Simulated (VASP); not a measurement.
Input of a VASP 6.6.1 run:

Contents of INCAR:

```
SYSTEM = YLuI6
ALGO = Normal
EDIFF = 1E-7
ENCUT = 520
GGA = PE
ISIF = 2
ISMEAR = 0
LASPH = .TRUE.
LCHARG = .TRUE.
LELF = .TRUE.
LREAL = .FALSE.
LVHAR = .TRUE.
LWAVE = .FALSE.
NBANDS = 49
NELM = 60
PREC = Accurate
SIGMA = 0.1
```

KPOINTS

```
k-points
0
G
  4 4 4
  0 0 0
```

File POSCAR:

```
YLuI6
1.0
    7.0003126900      0.0000000000      0.0000000000
    0.0000000000      7.0003126900      0.0000000000
    0.0000000000      0.0000000000      7.0003126900
Y Lu I
1 1 6
Direct
    0.0000000000      0.0000000000      0.0000000000
    0.5000000000      0.5000000000      0.5000000000
    0.0000000000      0.5000000000      0.7454680200
    0.5000000000      0.2545319800      0.0000000000
    0.7454680200      0.0000000000      0.5000000000
    0.0000000000      0.5000000000      0.2545319800
    0.5000000000      0.7454680200      0.0000000000
    0.2545319800      0.0000000000      0.5000000000
```

Potentials or basis: VASP PAW PBE potentials, release 64 (Y_sv, Lu, I).

Command:

```console
$ cat potpaw_PBE.64/Y_sv/POTCAR potpaw_PBE.64/Lu/POTCAR potpaw_PBE.64/I/POTCAR > POTCAR
$ mpirun -np 1 vasp_std > vasp.out
```

(1) What does it give for the band gap on the k mesh?

(2) What does it give for the pressure?

(3) Predict the largest force.

Answers

(1) zero (bands 39 and 40 overlap by 0.04 eV).

(2) -4.7 GPa.

(3) 0.233 eV/Å.

Caveat: the cell stands under tension; spin-orbit coupling is left out, which moves the levels of the heavy elements.
